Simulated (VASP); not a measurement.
Runs of VASP 6.6.1 on CuPt2. The structure is that of space group P6/mmm (No. 191), or close to it. The cells are those of the table. 

```csv
task,cell,k mesh,cutoff (eV),gap on the mesh (eV),pressure (GPa),relaxed volume (Å³/atom)
relaxation of cell and atoms,"relaxed from a = 4.034, b = 4.034, c = 2.837 Å, angles 90.0, 90.0, 120.0°, 3 atoms",6 × 6 × 6,600,none,0.0,15.22
single point,"a = 4.422, b = 4.422, c = 2.700 Å, angles 90.0, 90.0, 120.0°, 3 atoms",12 × 12 × 18,520,none,(a),-
relaxation of cell and atoms,"relaxed from a = 4.426, b = 4.426, c = 2.695 Å, angles 90.0, 90.0, 120.0°, 3 atoms",12 × 12 × 18,600,none,0.0,15.22
single point,"a = 4.426, b = 4.426, c = 2.695 Å, angles 90.0, 90.0, 120.0°, 3 atoms",6 × 6 × 6,520,none,-0.2,-
```

Alike in all rows: level PBE; potentials or basis VASP PAW PBE potentials, release 64 (Cu, Pt); no spin polarisation; smearing gaussian 0.1 eV.

Task: Fill in the values left out.

Result: (a) -0.3.

Caveats: some runs use coarse meshes; spin-orbit coupling is left out, which moves the levels of the heavy elements.

A k mesh can miss the band edges, and the runs leave out spin-orbit coupling on Pt.

A gap of «none» marks levels without a gap at the run's occupations.
